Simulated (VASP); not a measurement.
A run of VASP 6.6.1 is set up as follows.

INCAR

```
SYSTEM = PtSe2
ALGO = Normal ; EDIFF = 1E-7
ENCUT = 520 ; GGA = PE
ISIF = 2 ; ISMEAR = 0
LASPH = .TRUE. ; LCHARG = .TRUE.
LELF = .TRUE. ; LREAL = .FALSE.
LVHAR = .TRUE. ; LWAVE = .FALSE.
NBANDS = 18 ; NELM = 100
PREC = Accurate ; SIGMA = 0.15
```

Contents of KPOINTS:

```
k-points
0
G
  12 12 10
  0 0 0
```

Contents of POSCAR:

```
PtSe2
1.0
    3.6681405955      0.0000000000      0.0000000000
   -1.8340702978      3.1767029404      0.0000000000
    0.0000000000      0.0000000000      4.9101400000
Pt Se
1 2
Direct
    0.0000000000      0.0000000000      0.0000000000
    0.3333333333      0.6666666667      0.2500000000
    0.6666666667      0.3333333333      0.7500000000
```

Potentials or basis: VASP PAW PBE potentials, release 64 (Pt, Se).

Launch:

```sh
$ cat potpaw_PBE.64/Pt/POTCAR potpaw_PBE.64/Se/POTCAR > POTCAR
$ mpirun -np 1 vasp_std > vasp.out
```

Task: Predict the pressure.

Result: 16.9 GPa.

Task: What does it give for the largest force?

Result: 1.445 eV/Å.

Forces on the atoms (eV/Å):
```
Pt   0.000  0.000  0.000
Se   0.000  0.000  1.445
Se   0.000  0.000 -1.445
```

Caveat: the cell differs from its parent crystal (strain -0.015 along x and y, -0.030 along z); forces of over 1 eV/Å act on the atoms, so gaps and moduli don't describe the material at rest.
